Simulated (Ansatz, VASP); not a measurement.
## Two plane-wave programs on ScRhC6N6

The input INCAR:

```
SYSTEM = ScRhC6N6
ALGO     = Normal         ! electronic algorithm
EDIFF    = 1E-6           ! SCF threshold, eV
ENCUT    = 520            ! plane-wave cutoff, eV
GGA      = PE             ! functional
ISIF     = 2              ! what is computed and relaxed
ISMEAR   = 0              ! smearing method
ISPIN    = 2              ! spin polarisation
LASPH    = .TRUE.         ! aspherical terms in the spheres
LCHARG   = .FALSE.        ! write CHGCAR
LMAXMIX  = 4              ! l up to which the mixer works
LORBIT   = 11             ! projections on sites
LREAL    = .FALSE.        ! projectors in reciprocal space
LWAVE    = .FALSE.        ! write WAVECAR
MAGMOM   = 0 1 0 0 0 0 0 0 0 0 0 0 0 0 ! initial moments
NBANDS   = 57             ! bands
NELM     = 150            ! most SCF steps
PREC     = Accurate       ! precision mode
SIGMA    = 0.1            ! smearing width, eV
```

The input KPOINTS:

```
k-points
0
G
  4 4 4
  0 0 0
```

Contents of POSCAR:

```
ScRhC6N6
1.0
    0.0000000000      5.2070000000      5.2070000000
    5.2070000000      0.0000000000      5.2070000000
    5.2070000000      5.2070000000      0.0000000000
Sc Rh C N
1 1 6 6
Direct
    0.5000000000      0.5000000000      0.5000000000
    0.0000000000      0.0000000000      0.0000000000
    0.8159208800      0.1840791200      0.1840791200
    0.1840791200      0.8159208800      0.1840791200
    0.1840791200      0.1840791200      0.8159208800
    0.1840791200      0.8159208800      0.8159208800
    0.8159208800      0.1840791200      0.8159208800
    0.8159208800      0.8159208800      0.1840791200
    0.7035721100      0.2964278900      0.2964278900
    0.2964278900      0.7035721100      0.2964278900
    0.2964278900      0.2964278900      0.7035721100
    0.2964278900      0.7035721100      0.7035721100
    0.7035721100      0.2964278900      0.7035721100
    0.7035721100      0.7035721100      0.2964278900
```

Input for Ansatz:

```yaml
crystal:
  lattice:
    - [0.0, 5.207, 5.207]
    - [5.207, 0.0, 5.207]
    - [5.207, 5.207, 0.0]
  atoms:
    - { symbol: Sc, position: [0.5, 0.5, 0.5] }
    - { symbol: Rh, position: [0.0, 0.0, 0.0], spin: 1.0 }
    - { symbol: C, position: [0.81592088, 0.18407912, 0.18407912] }
    - { symbol: C, position: [0.18407912, 0.81592088, 0.18407912] }
    - { symbol: C, position: [0.18407912, 0.18407912, 0.81592088] }
    - { symbol: C, position: [0.18407912, 0.81592088, 0.81592088] }
    - { symbol: C, position: [0.81592088, 0.18407912, 0.81592088] }
    - { symbol: C, position: [0.81592088, 0.81592088, 0.18407912] }
    - { symbol: "N", position: [0.70357211, 0.29642789, 0.29642789] }
    - { symbol: "N", position: [0.29642789, 0.70357211, 0.29642789] }
    - { symbol: "N", position: [0.29642789, 0.29642789, 0.70357211] }
    - { symbol: "N", position: [0.29642789, 0.70357211, 0.70357211] }
    - { symbol: "N", position: [0.70357211, 0.29642789, 0.70357211] }
    - { symbol: "N", position: [0.70357211, 0.70357211, 0.29642789] }
basis:
  ecutwfc: 420
kpoints:
  mp_grid: { grid: [4, 4, 4] }
hamiltonian:
  xc: pbe
scf:
  occupations: { method: gaussian, width: 0.1 }
  lower_state_search: "off"
output:
  forces: true
  stress: true
  eigenvalues: true
  populations: true
magnetization:
  spin_polarized: true
```

Alike in both runs: task single point; functional PBE; k mesh 4 × 4 × 4; occupations gaussian, width 0.1 eV; collinear spin.

```csv
,VASP,Ansatz
version,VASP 6.6.1,Ansatz 0.2.0
potentials or method,"VASP PAW PBE potentials, release 64 (Sc_sv, Rh_pv, C, N), cutoff 520 eV","scalar-relativistic, plane waves, PAW"
valence electrons in the cell,80,82
```

Ansatz gave:

* gap on the k mesh at the Fermi level (eV): 4.15
* least direct gap on the mesh (eV): 4.39
* pressure (GPa): 6.1
* rms of the force components (eV/Å): 1.003
* net moment per atom (μB): 0.00

Question: Which values does VASP return?

Answer: gap on the k mesh at the Fermi level (eV): 4.15; least direct gap on the mesh (eV): 4.39; pressure (GPa): 6.6; rms of the force components (eV/Å): 0.809; net moment per atom (μB): 0.00.

Atom by atom the forces differ by 0.198 eV/Å (rms over components). The functional is the same, so the differences come from potentials, cutoffs and numerics. VASP's potentials hold 80 valence electrons a cell and Ansatz's 82, so a difference there can come from the potentials and not from the codes. Ansatz's warnings: seeded moment not kept.

Noted on VASP's run: the standard files for N, O and F lose accuracy on very short bonds.
